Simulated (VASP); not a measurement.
# B (P4_322) in VASP: further runs, part 2 of 2

VASP 6.6.1.

## 5. Single point, PBE

This run uses another cell than the first one, of 8.18 Å³/atom, 1.015 times its volume.

INCAR

```
SYSTEM = B
PREC = Accurate
ENCUT = 520
EDIFF = 1E-6
ISMEAR = 0
SIGMA = 0.1
LREAL = .FALSE.
LASPH = .TRUE.
NELM = 60
ALGO = Normal
ISIF = 2
LWAVE = .FALSE.
LCHARG = .TRUE.
GGA = PE
LELF = .TRUE.
LVHAR = .TRUE.
NBANDS = 22
```

KPOINTS

```
regular mesh
0
G
  8 8 12
  0 0 0
```

POSCAR

```
B
1.0
    4.4946897687      0.0000000000      0.0000000000
    0.0000000000      4.4946897687      0.0000000000
    0.0000000000      0.0000000000      3.2398034894
B
8
Direct
    0.0750424490      0.2971725585      0.2564818387
    0.9249575510      0.7028274415      0.7564818387
    0.7028274415      0.0750424490      0.0064818387
    0.2971725585      0.9249575510      0.5064818387
    0.2971725585      0.0750424490      0.9935181613
    0.7028274415      0.9249575510      0.4935181613
    0.9249575510      0.2971725585      0.7435181613
    0.0750424490      0.7028274415      0.2435181613
```

Potentials or basis: VASP PAW PBE potentials, release 64 (B).

Command:

```console
> cat potpaw_PBE.64/B/POTCAR > POTCAR
> mpirun -np 1 vasp_std > vasp.out
```

OUTCAR:

```text
SYSTEM = B
   PREC = Accurate
   ENCUT = 520
   EDIFF = 1E-6
   ISMEAR = 0
   LREAL = .FALSE.
   LASPH = .TRUE.
   NELM = 60
   ISIF = 2
   GGA = PE

 ion  position               nearest neighbor table
   1  0.075  0.297  0.256-   5 1.65   7 1.72   7 1.79   8 1.82   3 2.11   4 2.11
   2  0.925  0.703  0.756-   6 1.65   8 1.72   8 1.79   7 1.82   3 2.11   4 2.11
   3  0.703  0.075  0.006-   7 1.65   6 1.72   6 1.79   5 1.82   1 2.11   2 2.11
   4  0.297  0.925  0.506-   8 1.65   5 1.72   5 1.79   6 1.82   1 2.11   2 2.11
   5  0.297  0.075  0.994-   1 1.65   4 1.72   4 1.79   3 1.82   7 2.11   8 2.11
[... 818 lines left out ...]
  Total       -0.0092099     -0.0092099      0.0108037      0.0000000      0.0000000      0.0000000
  in kB       -0.2254475     -0.2254475      0.2644638      0.0000000      0.0000000      0.0000000
  external PRESSURE =      -0.0621438 kB  Pullay stress =       0.0000000 kB

 VOLUME and BASIS-vectors are now :
 -----------------------------------------------------------------------------
  energy-cutoff  :      520.00
  volume of cell :       65.45
      direct lattice vectors                 reciprocal lattice vectors
     4.494689769  0.000000000  0.000000000     0.222484766  0.000000000  0.000000000
     0.000000000  4.494689769  0.000000000     0.000000000  0.222484766  0.000000000
     0.000000000  0.000000000  3.239803489     0.000000000  0.000000000  0.308660696

 POSITION                                       TOTAL-FORCE (eV/Angst)
 -----------------------------------------------------------------------------------
      0.33729      1.33570      0.83095        -0.004152      0.007218      0.003473
      4.15740      3.15899      2.45085         0.004152     -0.007218      0.003473
      3.15899      0.33729      0.02100        -0.007218     -0.004152      0.003473
      1.33570      4.15740      1.64090         0.007218      0.004152      0.003473
      1.33570      0.33729      3.21880         0.007218     -0.004152     -0.003473
      3.15899      4.15740      1.59890        -0.007218      0.004152     -0.003473
      4.15740      1.33570      2.40885         0.004152      0.007218     -0.003473
      0.33729      3.15899      0.78895        -0.004152     -0.007218     -0.003473
 -----------------------------------------------------------------------------------
    total drift:                               -0.000000      0.000000     -0.000000

  FREE ENERGIE OF THE ION-ELECTRON SYSTEM (eV)
  ---------------------------------------------------
  free  energy   TOTEN  =       -48.5180738604 eV

  energy  without entropy=      -48.5148119662  energy(sigma->0) =      -48.51644291
```

OSZICAR:

```text
N       E                     dE             d eps       ncg     rms          rms(c)
DAV:   1     0.417344538562E+02    0.41734E+02   -0.10956E+04  4620   0.978E+02
DAV:   2    -0.470334178459E+02   -0.88768E+02   -0.84833E+02  6000   0.190E+02
DAV:   3    -0.504290365675E+02   -0.33956E+01   -0.33497E+01  6132   0.309E+01
DAV:   4    -0.504586512552E+02   -0.29615E-01   -0.29587E-01  5826   0.298E+00
DAV:   5    -0.504590419769E+02   -0.39072E-03   -0.39066E-03  6210   0.315E-01    0.799E+00
DAV:   6    -0.490365636128E+02    0.14225E+01   -0.90911E-01  5664   0.455E+00    0.464E+00
DAV:   7    -0.485058884202E+02    0.53068E+00   -0.11900E+00  5764   0.513E+00    0.762E-01
DAV:   8    -0.485155313367E+02   -0.96429E-02   -0.65656E-02  5398   0.139E+00    0.234E-01
DAV:   9    -0.485176401055E+02   -0.21088E-02   -0.47371E-03  5818   0.363E-01    0.852E-02
DAV:  10    -0.485179878242E+02   -0.34772E-03   -0.57287E-04  6086   0.121E-01    0.221E-02
DAV:  11    -0.485180673595E+02   -0.79535E-04   -0.13836E-04  5778   0.596E-02    0.737E-03
DAV:  12    -0.485180732385E+02   -0.58790E-05   -0.15530E-05  5828   0.199E-02    0.258E-03
DAV:  13    -0.485180738604E+02   -0.62188E-06   -0.12249E-06  5148   0.586E-03
   1 F= -.48518074E+02 E0= -.48516443E+02  d E =-.326189E-02
```

stdout:

```text
POSCAR found type information on POSCAR B
 POSCAR found :  1 types and       8 ions
 scaLAPACK will be used
 LDA part: xc-table for (Slater+PW92), standard interpolation
 POSCAR, INCAR and KPOINTS ok, starting setup
 FFT: planning ... GRIDC
 FFT: planning ... GRID_SOFT
 FFT: planning ... GRID
 WAVECAR not read
 entering main loop
```

It took 46 s on 1 thread of Intel Xeon 6975P-C (Granite Rapids), shared host; peak memory 0.23 GiB.

What came out:

- Free energy: -48.5181 eV
- Pressure: 0.0 GPa
- Largest force: 0.009 eV/Å
- Band gap on the k mesh: zero (band 12 reaches 5.87 eV, above the bottom of band 13 at 5.65 eV)

Forces on the atoms (eV/Å):
```
B   -0.004  0.007  0.003
B    0.004 -0.007  0.003
B   -0.007 -0.004  0.003
B    0.007  0.004  0.003
B    0.007 -0.004 -0.003
B   -0.007  0.004 -0.003
B    0.004  0.007 -0.003
B   -0.004 -0.007 -0.003
```

## 6. Relaxation of cell and atoms, PBE

INCAR

```
  ALGO = Normal
  EDIFF = 1E-7
  EDIFFG = -0.04
  ENCUT = 600
  GGA = PE
  IBRION = 2
  ISIF = 3
  ISMEAR = 0
  LASPH = T
  LCHARG = F
  LREAL = F
  LWAVE = F
  NELM = 80
  NSW = 90
  PREC = Accurate
  SIGMA = 0.1
```

KPOINTS

```
k-points
0
Gamma
  4 4 6
```

POSCAR

```
B
1.0
    4.9405710500      0.0000000000      0.0000000000
    0.0000000000      4.9405710500      0.0000000000
    0.0000000000      0.0000000000      2.6417993700
B
8
Direct
    0.1032208100      0.3296015700      0.2416469600
    0.8967791900      0.6703984300      0.7416469600
    0.6703984300      0.1032208100      0.9916469600
    0.3296015700      0.8967791900      0.4916469600
    0.3296015700      0.1032208100      0.0083530400
    0.6703984300      0.8967791900      0.5083530400
    0.8967791900      0.3296015700      0.7583530400
    0.1032208100      0.6703984300      0.2583530400
```

Potentials or basis: VASP PAW PBE potentials, release 64 (B).

Command:

```console
> cat potpaw_PBE.64/B/POTCAR > POTCAR
> mpirun -np 1 vasp_std > vasp.out
```

OUTCAR:

```text
EDIFF = 1E-7
   EDIFFG = -0.04
   ENCUT = 600
   GGA = PE
   IBRION = 2
   ISIF = 3
   ISMEAR = 0
   LASPH = T
   LREAL = F
   NELM = 80
   NSW = 90
   PREC = Accurate

 ion  position               nearest neighbor table
   1  0.103  0.330  0.242-   7 1.63   8 1.68   5 1.70   7 1.70
   2  0.897  0.670  0.742-   8 1.63   7 1.68   6 1.70   8 1.70
   3  0.670  0.103  0.992-   6 1.63   5 1.68   7 1.70   6 1.70
   4  0.330  0.897  0.492-   5 1.63   6 1.68   8 1.70   5 1.70
   5  0.330  0.103  0.008-   4 1.63   3 1.68   1 1.70   4 1.70
   6  0.670  0.897  0.508-   3 1.63   4 1.68   2 1.70   3 1.70
   7  0.897  0.330  0.758-   1 1.63   2 1.68   3 1.70   1 1.70
   8  0.103  0.670  0.258-   2 1.63   1 1.68   4 1.70   2 1.70

  LATTYP: Found a simple tetragonal cell.
 ALAT       =     4.9405710500
 C/A-ratio  =     0.5347153888

  Lattice vectors:

 A1 = (   4.9405710500,   0.0000000000,   0.0000000000)
 A2 = (   0.0000000000,   4.9405710500,   0.0000000000)
[... 314 lines left out ...]

[... ionic steps 4 to 16 ...]

--------------------------------------- Ionic step       17  -------------------------------------------

 number of electron      24.0000000 magnetization

------------------------ aborting loop because EDIFF is reached ----------------------------------------
[... 79 lines left out ...]
--------------------------------------- Ionic step       19  -------------------------------------------

 number of electron      24.0000000 magnetization

 Free energy of the ion-electron system (eV)
  ---------------------------------------------------
  ext. energy  EPLUGINS =         0.00000000
  ---------------------------------------------------
  free energy    TOTEN  =       -48.58995227 eV

  energy without entropy =      -48.58839357  energy(sigma->0) =      -48.58917292

 E-fermi :   5.8085     XC(G=0): -10.8329

 val. band max:        5.7870799938   @ k =   0.5000   0.5000   0.0000
 cond. band min:       5.8801381742   @ k =   0.5000   0.5000   0.3333
 fundamental gap:      0.0930581803
 Fermi energy:         5.8084632112

 k-point     1 :       0.0000    0.0000    0.0000
  band No.  band energies     occupation
      1     -10.3648      2.00000
      2      -5.2108      2.00000
      3      -4.4856      2.00000
      4      -4.4856      2.00000
      5      -3.0183      2.00000
      6      -0.1071      2.00000
[... 504 lines left out ...]
  FREE ENERGIE OF THE ION-ELECTRON SYSTEM (eV)
  ---------------------------------------------------
  free  energy   TOTEN  =       -48.5899522656 eV

  energy  without entropy=      -48.5883935671  energy(sigma->0) =      -48.58917292

 reached required accuracy - stopping structural energy minimisation
```

Wall time 3.2 min (1 thread of Intel Xeon 6975P-C (Granite Rapids), shared host); peak memory 0.18 GiB.

What came out:

```yaml
Free_energy: -48.5900 eV
Relaxed_volume: 8.27 Å³/atom
Relaxed_cell: a = 4.541 Å, b = 4.541 Å, c = 3.208 Å, α = 90.00°, β = 90.00°, γ = 90.00°
Space_group_after_relaxing_to_0.05_Å: P4_322 (No. 95)
Energy_gained_by_relaxing: 473.5 meV/atom
Ionic_steps: 19
Pressure_after_relaxing: -0.2 GPa
Largest_force_after_relaxing: 0.015 eV/Å
Band_gap_on_the_k_mesh: 0.09 eV, indirect (least direct gap 0.41 eV)
```

Forces on the atoms (eV/Å):
```
B   -0.003  0.005  0.014
B    0.003 -0.005  0.014
B   -0.005 -0.003  0.014
B    0.005  0.003  0.014
B    0.005 -0.003 -0.014
B   -0.005  0.003 -0.014
B    0.003  0.005 -0.014
B   -0.003 -0.005 -0.014
```

The path:
| step | energy change (eV) | largest force (eV/Å) | pressure (GPa) | volume (Å³) |
| --- | --- | --- | --- | --- |
| 1 | 0.0000 | 2.0410 | 21.68 | 64.48 |
| 2 | -1.6640 | 0.7892 | -13.41 | 74.90 |
| 3 | -1.6855 | 0.7756 | -10.43 | 73.47 |
| 4 | -2.5285 | 0.9306 | -5.57 | 69.58 |
| 5 | -2.6147 | 1.2939 | 14.52 | 60.94 |
| 6 | -2.9642 | 1.2644 | 2.93 | 65.00 |
| 7 | -3.0333 | 1.9874 | 5.65 | 64.19 |
| 8 | -3.1884 | 1.0084 | 3.65 | 64.57 |
| 9 | -3.5505 | 0.7953 | -1.11 | 66.10 |
| 10 | -3.6339 | 0.9327 | -4.12 | 67.32 |
| 11 | -3.6202 | 1.1814 | 0.46 | 66.54 |
| 12 | -3.7417 | 0.2981 | -2.45 | 66.92 |
| 13 | -3.7739 | 0.2504 | 0.94 | 65.85 |
| 14 | -3.7741 | 0.2355 | 0.67 | 65.93 |
| 15 | -3.7811 | 0.1980 | 0.76 | 65.91 |
| 16 | -3.7816 | 0.1426 | 0.73 | 65.92 |
| 17 | -3.7864 | 0.0662 | -0.28 | 66.20 |
| 18 | -3.7866 | 0.0661 | -0.59 | 66.29 |
| 19 | -3.7879 | 0.0150 | -0.18 | 66.14 |

Final structure:
```xyz
8
Lattice="4.5407 0.0000 0.0000 0.0000 4.5407 0.0000 0.0000 0.0000 3.2080" Properties=species:S:1:pos:R:3 pbc="T T T"
B     0.3400    1.3426    0.8262
B     4.2007    3.1981    2.4302
B     3.1981    0.3400    0.0242
B     1.3426    4.2007    1.6282
B     1.3426    0.3400    3.1838
B     3.1981    4.2007    1.5798
B     4.2007    1.3426    2.3818
B     0.3400    3.1981    0.7778
```

Levels at points of the mesh, in eV from the valence-band top:
```csv
k point,band 9,band 10,band 11,band 12,band 13,band 14,band 15,band 16
"(0.00, 0.00, 0.00)",-3.52,-2.43,-2.22,-2.22,1.58,1.85,1.85,4.34
"(0.50, 0.00, 0.00)",-3.99,-2.79,-2.48,-0.83,0.46,1.72,1.83,3.34
"(0.50, 0.50, 0.00)",-3.45,-3.45,-1.72,0.00,0.54,0.60,0.60,1.36
"(0.00, 0.00, 0.50)",-5.63,-5.63,-3.11,-3.11,1.34,1.34,1.68,1.68
"(0.50, 0.00, 0.50)",-4.59,-4.59,-2.60,-2.60,0.52,0.52,2.46,2.46
"(0.50, 0.50, 0.50)",-2.83,-2.83,-1.86,-1.86,0.32,0.32,2.50,2.50
```

A k mesh can miss the band edges.

## 7. Summary

```csv
task,cell,k mesh,cutoff (eV),smearing,gap on the mesh (eV),pressure (GPa),largest force (eV/Å)
single point,"a = 4.941, b = 4.941, c = 2.642 Å, 8 atoms",4 × 4 × 6,520,gaussian 0.1 eV,none,21.7,2.04
single point,"a = 4.538, b = 4.538, c = 3.209 Å, 8 atoms",4 × 4 × 6,520,gaussian 0.1 eV,0.10,-0.1,0.01
single point,"a = 4.498, b = 4.498, c = 3.237 Å, 8 atoms",8 × 8 × 12,520,gaussian 0.01 eV,none,0.0,0.01
single point,"a = 4.495, b = 4.495, c = 3.240 Å, 8 atoms",8 × 8 × 12,520,gaussian 0.1 eV,none,0.0,0.01
relaxation of cell and atoms,"relaxed from a = 4.941, b = 4.941, c = 2.642 Å, 8 atoms",4 × 4 × 6,600,gaussian 0.1 eV,0.09,-0.2,0.02
```

Alike in all rows: level PBE; potentials or basis VASP PAW PBE potentials, release 64 (B); no spin polarisation.

Caveats: some runs use coarse meshes; forces of over 1 eV/Å act on the atoms, so gaps and moduli don't describe the material at rest (some runs).

Total energies depend on the potentials used, so only differences within one code and one set of settings carry meaning.
